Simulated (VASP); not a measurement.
Wanted: the native input for a VASP 6.6.1 run.

```yaml
Task: single point
Functional: PBEsol
Potentials_or_basis: VASP PAW PBE potentials, release 64 (Mo_sv)
Cutoff: 520 eV
k_mesh: 6 × 6 × 6
Occupations: gaussian, width 0.1 eV
Spin: no spin polarisation
Dipole_correction: no
Further_INCAR_settings: ALGO = Normal; EDIFF = 1e-06; NBANDS = 21
```

The structure of Mo lies in POSCAR:

```
Mo
1.0
    1.4844462124      0.8570454203      4.1034044821
   -1.4844462124      0.8570454203      4.1034044821
    0.0000000000     -1.7140908406      4.1034044821
Mo
2
Direct
    0.2499964481      0.2499964481      0.2499964481
    0.7500035519      0.7500035519      0.7500035519
```

These files were run (other wordings do the same):

INCAR

```
SYSTEM = Mo
PREC = Accurate
ENCUT = 520
EDIFF = 1E-6
ISMEAR = 0
SIGMA = 0.1
LREAL = .False.
LASPH = .True.
NELM = 100
ALGO = Normal
ISIF = 2
LWAVE = .False.
LCHARG = .False.
GGA = PS
NBANDS = 21
```

KPOINTS

```
regular mesh
0
Gamma
  6 6 6
  0 0 0
```

Potentials or basis: VASP PAW PBE potentials, release 64 (Mo_sv).

Run with:

```console
$ cat potpaw_PBE.64/Mo_sv/POTCAR > POTCAR
$ mpirun -np 1 vasp_std > vasp.out
```

Results of the run:

```json
{
 "Pressure": "0.5 GPa",
 "Band gap on the k mesh": "zero (band 14 reaches 13.12 eV, above the bottom of band 15 at 11.57 eV)"
}
```

Caveat: the k points lie up to 0.42 Å⁻¹ apart; the PAW data sets were made with another functional, which shifts forces and pressure a little.

Run time: 23 s on 1 thread of AMD EPYC 9R45 96-Core Processor (Zen 5) (shared host), peak memory 0.17 GiB.
